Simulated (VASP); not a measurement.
Write the native input for VASP 6.6.1 that does the following.

```yaml
Task: single point
Functional: PBE
Potentials_or_basis: VASP PAW PBE potentials, release 64 (C, Si)
Cutoff: 520 eV
k_mesh: 4 × 4 × 3
Occupations: gaussian, width 0.1 eV
Spin: no spin polarisation
Dipole_correction: no
Further_INCAR_settings: LREAL = Auto; ALGO = Normal; EDIFF = 1e-06; NBANDS = 66; ISYM = 0
```

The structure of Si5C19 lies in POSCAR:

```
Si5C19
1.0
   -3.9601611253     -3.9389720774     -0.0166386322
   -0.0294360803      3.9850552903      4.0236777994
   -3.9672806011      3.9294651645     -3.9386576284
C Si
19 5
Direct
    0.5234610140      0.0263860165      0.9900653329
    0.0174479858      0.0390658775      0.9935838005
    0.8375218894      0.1700664802      0.6841976401
    0.3424902496      0.1922216802      0.6738256445
    0.6868371719      0.3164648850      0.3320089279
    0.1409353338      0.3228853936      0.3489861985
    0.4677838610      0.4782105642      0.9885598407
    0.0080754457      0.4749291673      0.0057889626
    0.8021496892      0.6448133102      0.6538838034
    0.3380224982      0.6472434638      0.6901713834
    0.3375741587      0.1860681255      0.9042900927
    0.8440232749      0.1774866701      0.9110842457
    0.6641173230      0.3293399459      0.5842938341
    0.1603026451      0.3275252238      0.5931314208
    0.9908928163      0.4627785647      0.2461208166
    0.3245061422      0.6384514024      0.9190827852
    0.6580299852      0.8300891015      0.6140041504
    0.5269660300      0.0356730334      0.2141845756
    0.0231138870      0.0430937695      0.2278664408
    0.6863470292      0.8726065107      0.3407522596
    0.1753990186      0.8357321640      0.2931441735
    0.4837475793      0.4655342766      0.2511290477
    0.8315013188      0.6656767856      0.9210176013
    0.1713653552      0.8339215810      0.6031324068
```

The input as run:

INCAR

```
PREC = Accurate
ENCUT = 520
EDIFF = 1E-6
ISMEAR = 0
SIGMA = 0.1
LREAL = Auto
LASPH = T
NELM = 60
ALGO = Normal
ISIF = 2
LWAVE = F
LCHARG = T
GGA = PE
LELF = T
LVHAR = T
ISYM = 0
NBANDS = 66
```

KPOINTS

```
Automatic mesh
0
Gamma
  4 4 3
```

Potentials or basis: VASP PAW PBE potentials, release 64 (C, Si).

The run is started by

```bash
$ cat potpaw_PBE.64/C/POTCAR potpaw_PBE.64/Si/POTCAR > POTCAR
$ mpirun -np 1 vasp_std > vasp.out
```

Results of the run:

* Pressure: 0.1 GPa
* Largest force: 0.037 eV/Å
* Band gap on the k mesh: 0.80 eV

Caveat: semilocal functionals underestimate gaps, and a narrow one can read as zero.

Run time: 3.5 min on 1 thread of Intel(R) Xeon(R) 6975P-C (Granite Rapids), with other jobs on the host, peak memory 0.39 GiB.
